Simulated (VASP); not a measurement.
# Al5Ga2N8 (a cell with a defect) in VASP: notebook, part 2 of 2

VASP 6.6.1.

## 5. Single point, PBEsol

Input file INCAR:

```
ALGO = Normal
EDIFF = 1E-6
ENCUT = 520
GGA = PS
ISIF = 2
ISMEAR = 0
LASPH = True
LCHARG = True
LELF = True
LREAL = Auto
LVHAR = True
LWAVE = False
NBANDS = 54
NELM = 80
PREC = Accurate
SIGMA = 0.05
```

Input file KPOINTS:

```
k-points
0
Gamma
  4 4 4
```

Input file POSCAR:

```
Al5Ga2N8
1.0
   -4.4069948372      4.4069948372      0.0000000000
    0.0000000000      4.4069948372     -4.4069948372
   -4.4069948372      0.0000000000     -4.4069948372
Al Ga N
5 2 8
Direct
    0.4931504529      0.0068494521     -0.0068494521
    0.0068494521      0.4931504529      0.5068495840
    0.0000000000      0.0000000000      0.4999999050
    0.4931504529      0.0068494521      0.5068495840
    0.0068494521      0.4931504529     -0.0068494521
    0.5029372808      0.5029372808      0.4970627561
   -0.0029373758     -0.0029373758      0.0029373758
    0.6275991015      0.1230480225      0.6246764749
    0.0917105681      0.6215405511      0.1433743454
    0.6433744773      0.6433744773      0.5917104731
    0.1246764565      0.1246764565      0.1275990830
    0.1230480225      0.6275991015      0.6246764749
    0.6215405511      0.0917105681      0.1433743454
    0.6433744773      0.6433744773      0.1215404192
    0.1246764565      0.1246764565      0.6230480410
```

Potentials or basis: VASP PAW PBE potentials, release 64 (Al, Ga_d, N).

Command:

```
$ cat potpaw_PBE.64/Al/POTCAR potpaw_PBE.64/Ga_d/POTCAR potpaw_PBE.64/N/POTCAR > POTCAR
$ mpirun -np 1 vasp_std > vasp.out
```

OUTCAR:

```text
EDIFF = 1E-6
   ENCUT = 520
   GGA = PS
   ISIF = 2
   ISMEAR = 0
   LASPH = True
   LREAL = Auto
   NELM = 80
   PREC = Accurate

 ion  position               nearest neighbor table
   1  0.493  0.007  0.993-  14 1.86  13 1.86  11 1.88   8 1.88   4 3.03   5 3.03   6 3.09   7 3.09
                             3 3.12   3 3.12   7 3.14   6 3.14   5 3.20   4 3.20
   2  0.007  0.493  0.507-  10 1.86   9 1.86  15 1.88  12 1.88   5 3.03   4 3.03   7 3.09   6 3.09
                             3 3.12   3 3.12   6 3.14   7 3.14   4 3.20   5 3.20
   3  0.000  0.000  0.500-  11 1.90   8 1.90  12 1.90  15 1.90   7 3.12   6 3.12   6 3.12   7 3.12
                             1 3.12   5 3.12   2 3.12   4 3.12   4 3.12   2 3.12   1 3.12   5 3.12
   4  0.493  0.007  0.507-  10 1.86  13 1.86  15 1.88   8 1.88   1 3.03   2 3.03   7 3.09   6 3.09
                             3 3.12   3 3.12   6 3.14   7 3.14   2 3.20   1 3.20
   5  0.007  0.493  0.993-  14 1.86   9 1.86  11 1.88  12 1.88   2 3.03   1 3.03   6 3.09   7 3.09
                             3 3.12   3 3.12   7 3.14   6 3.14   1 3.20   2 3.20
   6  0.503  0.503  0.497-  10 1.92  14 1.92  12 1.93   8 1.93   5 3.09   1 3.09   4 3.09   2 3.09
                             3 3.12   3 3.12   2 3.14   4 3.14   5 3.14   1 3.14
   7  0.997  0.997  0.003-   9 1.92  13 1.92  15 1.93  11 1.93   4 3.09   2 3.09   1 3.09   5 3.09
                             3 3.12   3 3.12   5 3.14   1 3.14   4 3.14   2 3.14
   8  0.628  0.123  0.625-   1 1.88   4 1.88   3 1.90   6 1.93
   9  0.092  0.622  0.143-   5 1.86   2 1.86   7 1.92
  10  0.643  0.643  0.592-   4 1.86   2 1.86   6 1.92
  11  0.125  0.125  0.128-   1 1.88   5 1.88   3 1.90   7 1.93
  12  0.123  0.628  0.625-   5 1.88   2 1.88   3 1.90   6 1.93
  13  0.622  0.092  0.143-   1 1.86   4 1.86   7 1.92
  14  0.643  0.643  0.122-   1 1.86   5 1.86   6 1.92
  15  0.125  0.125  0.623-   2 1.88   4 1.88   3 1.90   7 1.93

  LATTYP: Found a face centered cubic cell.
 ALAT       =     8.8139896744

  Lattice vectors:

 A1 = (  -4.4069948372,   4.4069948372,   0.0000000000)
 A2 = (   0.0000000000,   4.4069948372,  -4.4069948372)
 A3 = (  -4.4069948372,   0.0000000000,  -4.4069948372)
[... 185 lines left out ...]
  ---------------------------------------------------
  ext. energy  EPLUGINS =         0.00000000
  ---------------------------------------------------
  free energy    TOTEN  =      -106.54802480 eV

  energy without entropy =     -106.53987393  energy(sigma->0) =     -106.54394937

 E-fermi :   5.0063     XC(G=0): -10.9116

 val. band max:        4.9758081783   @ k =  -0.2500   0.5000   0.2500
 cond. band min:       5.0246731657   @ k =   0.5000   0.2500   0.0000
 fundamental gap:      0.0488649874
 Fermi energy:         5.0063349931

 k-point     1 :       0.0000    0.0000    0.0000
  band No.  band energies     occupation
      1     -10.6743      2.00000
      2      -9.3861      2.00000
      3      -9.3861      2.00000
      4      -9.2764      2.00000
      5      -9.0342      2.00000
      6      -9.0296      2.00000
[... 704 lines left out ...]
     51      13.2660      0.00000
     52      13.5867      0.00000
 [bands above 52 left out]

------------------------ aborting loop because EDIFF is reached ----------------------------------------

  FORCE on cell =-STRESS in cart. coord.  units (eV):
  Direction    XX          YY          ZZ          XY          YZ          ZX
  --------------------------------------------------------------------------------------
  -------------------------------------------------------------------------------------
  Total        2.3897865      1.9939600      2.3897865      0.0000000      0.0000000      0.0000000
  in kB       22.3672226     18.6624822     22.3672226      0.0000000      0.0000000      0.0000000
  external PRESSURE =      21.1323092 kB  Pullay stress =       0.0000000 kB

 VOLUME and BASIS-vectors are now :
 -----------------------------------------------------------------------------
  energy-cutoff  :      520.00
  volume of cell :      171.18
      direct lattice vectors                 reciprocal lattice vectors
    -4.406994837  4.406994837  0.000000000    -0.113455999  0.113455999  0.113455999
     0.000000000  4.406994837 -4.406994837     0.113455999  0.113455999 -0.113455999
    -4.406994837  0.000000000 -4.406994837    -0.113455999 -0.113455999 -0.113455999

 POSITION                                       TOTAL-FORCE (eV/Angst)
 -----------------------------------------------------------------------------------
     -6.55012      2.20350     -4.40699         0.014427     -0.000000     -0.000000
     -2.26387      2.20350     -4.40699        -0.014427     -0.000000     -0.000000
     -2.20350      0.00000     -2.20350        -0.000000     -0.000000     -0.000000
     -4.40699      2.20350     -2.26387        -0.000000     -0.000000     -0.014427
     -4.40699      2.20350     -6.55012        -0.000000     -0.000000      0.014427
     -4.40699      4.43288     -4.40699        -0.000000      0.005848      0.000000
     -4.40699      8.78810     -4.40699        -0.000000     -0.005848      0.000000
     -5.51877      3.30810     -3.29522         0.006451      0.005851     -0.006451
     -1.03602      3.14329     -3.37098         0.006417      0.011827     -0.006417
     -5.44301      5.67070     -5.44301         0.006417     -0.011827      0.006417
     -1.11178      1.09890     -1.11178         0.006451     -0.005851      0.006451
     -3.29522      3.30810     -5.51877        -0.006451      0.005851      0.006451
     -3.37098      3.14329     -1.03602        -0.006417      0.011827      0.006417
     -3.37098      5.67070     -3.37098        -0.006417     -0.011827     -0.006417
     -3.29522      1.09890     -3.29522        -0.006451     -0.005851     -0.006451
 -----------------------------------------------------------------------------------
    total drift:                               -0.000615     -0.002994     -0.000615

  FREE ENERGIE OF THE ION-ELECTRON SYSTEM (eV)
  ---------------------------------------------------
  free  energy   TOTEN  =      -106.5480248000 eV

  energy  without entropy=     -106.5398739331  energy(sigma->0) =     -106.54394937
```

stdout:

```text
POSCAR found type information on POSCAR AlGaN
 POSCAR found :  3 types and      15 ions
 scaLAPACK will be used
 -----------------------------------------------------------------------------
|                                                                             |
|                                                                             |
|     You enforced a specific xc type in the INCAR file but a different       |
|     I HOPE YOU KNOW WHAT YOU ARE DOING!                                     |
|                                                                             |
 -----------------------------------------------------------------------------

 LDA part: xc-table for (Slater+PW92), standard interpolation
 POSCAR, INCAR and KPOINTS ok, starting setup
 FFT: planning ... GRIDC
 FFT: planning ... GRID_SOFT
 FFT: planning ... GRID
 WAVECAR not read
 entering main loop
```

Wall time 7.3 min (1 thread of AMD EPYC 9R45 (Zen 5), shared host); peak memory 0.32 GiB.

What came out:

```yaml
Free_energy: -106.5480 eV
Pressure: 2.1 GPa
Largest_force: 0.015 eV/Å
Band_gap_on_the_k_mesh: zero (an odd number of electrons rules out a gap without spin polarisation)
```

Forces in eV/Å, atoms in the order of the input:
```
Al   0.014  0.000  0.000
Al  -0.014  0.000  0.000
Al   0.000  0.000  0.000
Al   0.000  0.000 -0.014
Al   0.000  0.000  0.014
Ga   0.000  0.006  0.000
Ga   0.000 -0.006  0.000
N    0.006  0.006 -0.006
N    0.006  0.012 -0.006
N    0.006 -0.012  0.006
N    0.006 -0.006  0.006
N   -0.006  0.006  0.006
N   -0.006  0.012  0.006
N   -0.006 -0.012 -0.006
N   -0.006 -0.006 -0.006
```

Stress tensor (GPa, compression positive):
```
2.24 0.00 0.00
0.00 1.87 0.00
0.00 0.00 2.24
```

Caveat: the PAW data sets were made with another functional, which shifts forces and pressure a little.

## 6. Relaxation of the atoms, PBEsol (atoms taken out)

Input file INCAR:

```
SYSTEM = Al5Ga2N8
  PREC = Accurate
  ENCUT = 520
  EDIFF = 1E-6
  ISMEAR = 0
  SIGMA = 0.05
  LREAL = Auto
  LASPH = .TRUE.
  NELM = 60
  ALGO = Normal
  ISIF = 2
  LWAVE = .FALSE.
  LCHARG = .FALSE.
  GGA = PS
  IBRION = 2
  NSW = 70
  EDIFFG = -0.02
```

Input file KPOINTS:

```
regular mesh
0
G
  4 4 4
  0 0 0
```

Input file POSCAR:

```
Al5Ga2N8
1.0
   -4.4069948372      4.4069948372      0.0000000000
    0.0000000000      4.4069948372     -4.4069948372
   -4.4069948372      0.0000000000     -4.4069948372
Al Ga N
5 2 8
Direct
    0.5000000000      0.0000000000      0.0000000000
    0.5000000000      0.5000000000      0.0000000000
    0.0000000000      0.0000000000      0.5000000000
    0.5000000000      0.0000000000      0.5000000000
    0.0000000000      0.5000000000      0.0000000000
    0.5000000000      0.5000000000      0.5000000000
    0.0000000000      0.0000000000      0.0000000000
    0.6276461415      0.1170615756      0.6276461415
    0.1276461415      0.6170615756      0.1276461415
    0.6276461415      0.6276461415      0.6276461415
    0.1276461415      0.1276461415      0.1276461415
    0.1170615756      0.6276461415      0.6276461415
    0.6170615756      0.1276461415      0.1276461415
    0.6276461415      0.6276461415      0.1170615756
    0.1276461415      0.1276461415      0.6170615756
```

Potentials or basis: VASP PAW PBE potentials, release 64 (Al, Ga_d, N).

Command:

```
$ cat potpaw_PBE.64/Al/POTCAR potpaw_PBE.64/Ga_d/POTCAR potpaw_PBE.64/N/POTCAR > POTCAR
$ mpirun -np 1 vasp_std > vasp.out
```

OUTCAR:

```text
SYSTEM = Al5Ga2N8
   PREC = Accurate
   ENCUT = 520
   EDIFF = 1E-6
   ISMEAR = 0
   LREAL = Auto
   LASPH = .TRUE.
   NELM = 60
   ISIF = 2
   GGA = PS
   IBRION = 2
   NSW = 70
   EDIFFG = -0.02

 ion  position               nearest neighbor table
   1  0.500  0.000  0.000-   8 1.90  14 1.90  11 1.90  13 1.90   4 3.12   7 3.12   2 3.12   3 3.12
                             4 3.12   6 3.12   2 3.12   5 3.12   6 3.12   3 3.12   5 3.12   7 3.12
   2  0.500  0.500  0.000-   9 1.90  13 1.90  10 1.90  14 1.90   5 3.12   6 3.12   1 3.12   4 3.12
                             6 3.12   1 3.12   4 3.12   7 3.12   5 3.12   7 3.12
   3  0.000  0.000  0.500-   8 1.90  12 1.90  11 1.90  15 1.90   4 3.12   7 3.12   1 3.12   5 3.12
                             7 3.12   5 3.12   6 3.12   1 3.12   4 3.12   6 3.12
   4  0.500  0.000  0.500-  13 1.90  15 1.90  10 1.90   8 1.90   3 3.12   6 3.12   1 3.12   1 3.12
                             2 3.12   7 3.12   2 3.12   6 3.12   3 3.12   7 3.12
   5  0.000  0.500  0.000-  12 1.90  14 1.90  11 1.90   9 1.90   2 3.12   7 3.12   3 3.12   6 3.12
                             1 3.12   3 3.12   7 3.12   1 3.12   2 3.12   6 3.12
   6  0.500  0.500  0.500-   8 1.95  12 1.95  14 1.95  10 1.95   2 3.12   4 3.12   1 3.12   2 3.12
                             5 3.12   1 3.12   3 3.12   4 3.12   3 3.12   5 3.12
   7  0.000  0.000  0.000-   9 1.95  13 1.95  15 1.95  11 1.95   3 3.12   5 3.12   1 3.12   3 3.12
                             4 3.12   2 3.12   5 3.12   1 3.12   2 3.12   4 3.12
   8  0.628  0.117  0.628-   1 1.90   3 1.90   4 1.90   6 1.95
   9  0.128  0.617  0.128-   2 1.90   5 1.90   7 1.95
  10  0.628  0.628  0.628-   2 1.90   4 1.90   6 1.95
  11  0.128  0.128  0.128-   1 1.90   3 1.90   5 1.90   7 1.95
  12  0.117  0.628  0.628-   3 1.90   5 1.90   6 1.95
  13  0.617  0.128  0.128-   2 1.90   4 1.90   1 1.90   7 1.95
  14  0.628  0.628  0.117-   1 1.90   5 1.90   2 1.90   6 1.95
  15  0.128  0.128  0.617-   4 1.90   3 1.90   7 1.95

  LATTYP: Found a face centered cubic cell.
 ALAT       =     8.8139896744

  Lattice vectors:

 A1 = (  -4.4069948372,   4.4069948372,   0.0000000000)
 A2 = (   0.0000000000,   4.4069948372,  -4.4069948372)
 A3 = (  -4.4069948372,   0.0000000000,  -4.4069948372)

Analysis of symmetry for initial positions (statically):
=====================================================================
 Subroutine PRICEL returns:
 Original cell was already a primitive cell.

 Routine SETGRP: Setting up the symmetry group for a
 face centered cubic supercell.

[... 166 lines left out ...]
 non-spin polarized calculation
 Gauss-broadening in eV      SIGMA  =   0.05
  energy-cutoff  :      520.00
  volume of cell :      171.18
 maximum number of plane-waves:      4645
 NGX is ok and might be reduce to    48
   NGX = 23   NGY = 23   NGZ = 23

--------------------------------------- Ionic step        1  -------------------------------------------

 number of electron      81.0000005 magnetization

 Free energy of the ion-electron system (eV)
  ---------------------------------------------------
  ext. energy  EPLUGINS =         0.00000000
  ---------------------------------------------------
  free energy    TOTEN  =      -105.88445146 eV

  energy without entropy =     -105.87027823  energy(sigma->0) =     -105.87736485

------------------------ aborting loop because EDIFF is reached ----------------------------------------

  FORCE on cell =-STRESS in cart. coord.  units (eV):
  Direction    XX          YY          ZZ          XY          YZ          ZX
  --------------------------------------------------------------------------------------
  -------------------------------------------------------------------------------------
  Total       -2.6309534     -2.6309534     -2.0810907      0.0000000      0.0000000      0.0000000
  in kB      -24.6244261    -24.6244261    -19.4779820      0.0000000      0.0000000      0.0000000
  external PRESSURE =     -22.9089448 kB  Pullay stress =       0.0000000 kB
[... 128 lines left out ...]
  FREE ENERGIE OF THE ION-ELECTRON SYSTEM (eV)
  ---------------------------------------------------
  free  energy   TOTEN  =      -106.3618133971 eV

  energy  without entropy=     -106.3484826165  energy(sigma->0) =     -106.35514801

[... ionic steps 4 to 10 ...]

--------------------------------------- Ionic step       11  -------------------------------------------

 number of electron      81.0000004 magnetization

------------------------ aborting loop because EDIFF is reached ----------------------------------------
[... 93 lines left out ...]
--------------------------------------- Ionic step       13  -------------------------------------------

 number of electron      81.0000003 magnetization

 Free energy of the ion-electron system (eV)
  ---------------------------------------------------
  ext. energy  EPLUGINS =         0.00000000
  ---------------------------------------------------
  free energy    TOTEN  =      -106.54802357 eV

  energy without entropy =     -106.53979455  energy(sigma->0) =     -106.54390906

 E-fermi :   5.0050     XC(G=0): -10.9120

 val. band max:        4.9746625942   @ k =  -0.2500   0.5000   0.2500
 cond. band min:       5.0230424706   @ k =   0.0000   0.5000   0.2500
 fundamental gap:      0.0483798764
 Fermi energy:         5.0050039535

 k-point     1 :       0.0000    0.0000    0.0000
  band No.  band energies     occupation
      1     -10.6732      2.00000
      2      -9.3860      2.00000
      3      -9.3860      2.00000
      4      -9.2757      2.00000
      5      -9.0337      2.00000
      6      -9.0300      2.00000
[... 694 lines left out ...]
  FREE ENERGIE OF THE ION-ELECTRON SYSTEM (eV)
  ---------------------------------------------------
  free  energy   TOTEN  =      -106.5480235668 eV

  energy  without entropy=     -106.5397945476  energy(sigma->0) =     -106.54390906

 reached required accuracy - stopping structural energy minimisation
```

Wall time 10 min (1 thread of Intel Xeon 6975P-C (Granite Rapids), shared host); peak memory 0.38 GiB.

Results:

```
Free energy                  : -106.5480 eV
Energy gained by relaxing    : 44.2 meV/atom
Ionic steps                  : 13
Pressure after relaxing      : 2.1 GPa
Largest force after relaxing : 0.014 eV/Å
Band gap on the k mesh       : zero (an odd number of electrons rules out a gap without spin polarisation)
```

Forces in eV/Å, atoms in the order of the input:
```
Al   0.000  0.000  0.000
Al   0.000  0.000  0.000
Al   0.000  0.000  0.000
Al   0.000  0.000  0.000
Al   0.000  0.000  0.000
Ga   0.000  0.000  0.004
Ga   0.000  0.000 -0.004
N    0.003  0.003  0.000
N    0.006  0.006  0.011
N    0.006 -0.006 -0.011
N    0.003 -0.003  0.000
N   -0.006  0.006 -0.011
N   -0.003  0.003  0.000
N   -0.003 -0.003  0.000
N   -0.006 -0.006  0.011
```

Stress tensor (GPa, compression positive):
```
2.21 0.00 0.00
0.00 2.21 0.00
0.00 0.00 1.85
```

The path:
| step | energy change (eV) | largest force (eV/Å) | pressure (GPa) |
| --- | --- | --- | --- |
| 1 | 0.0000 | 1.4910 | -2.29 |
| 2 | -0.4223 | 0.9812 | -0.63 |
| 3 | -0.4774 | 0.8859 | 0.18 |
| 4 | -0.6494 | 0.1198 | 2.21 |
| 5 | -0.6494 | 0.1320 | 2.19 |
| 6 | -0.6530 | 0.0746 | 2.21 |
| 7 | -0.6537 | 0.1439 | 2.21 |
| 8 | -0.6563 | 0.1247 | 2.19 |
| 9 | -0.6618 | 0.0691 | 2.13 |
| 10 | -0.6607 | 0.0908 | 2.00 |
| 11 | -0.6633 | 0.0429 | 2.07 |
| 12 | -0.6635 | 0.0232 | 2.09 |
| 13 | -0.6636 | 0.0138 | 2.09 |

Final structure:
```
CELL_PARAMETERS angstrom
-4.40699 4.40699 0.00000
0.00000 4.40699 -4.40699
-4.40699 0.00000 -4.40699
ATOMIC_POSITIONS crystal
Al 0.50000 0.00000 0.00000
Al 0.50689 0.49311 0.00689
Al 0.99311 0.00689 0.49311
Al 0.50689 0.00689 0.49311
Al 0.99311 0.49311 0.00689
Ga 0.49700 0.50300 0.50300
Ga 0.00300 0.99700 0.99700
N 0.62464 0.12312 0.62760
N 0.14323 0.62158 0.09197
N 0.59197 0.64323 0.64323
N 0.12760 0.12464 0.12464
N 0.12158 0.64323 0.64323
N 0.62312 0.12464 0.12464
N 0.62464 0.62760 0.12312
N 0.14323 0.09197 0.62158
```

Caveat: the cell differs from its parent crystal (atoms taken out); the PAW data sets were made with another functional, which shifts forces and pressure a little.

## 7. The runs side by side

| task | cell | gap on the mesh (eV) | pressure (GPa) | largest force (eV/Å) |
| --- | --- | --- | --- | --- |
| single point | as given, atomic positions A | none | 2.1 | 0.02 |
| single point | as given, atomic positions B | none | 2.1 | 0.01 |
| relaxation of the atoms | atoms relaxed, atomic positions C | none | 2.1 | 0.01 |

Alike in all rows: level PBEsol; potentials or basis VASP PAW PBE potentials, release 64 (Al, Ga_d, N); no spin polarisation; k mesh 4 × 4 × 4; cutoff (eV) 520; smearing gaussian 0.05 eV.

Caveats: the PAW data sets were made with another functional, which shifts forces and pressure a little.

Absolute energies hang on the potentials; compare differences alone.
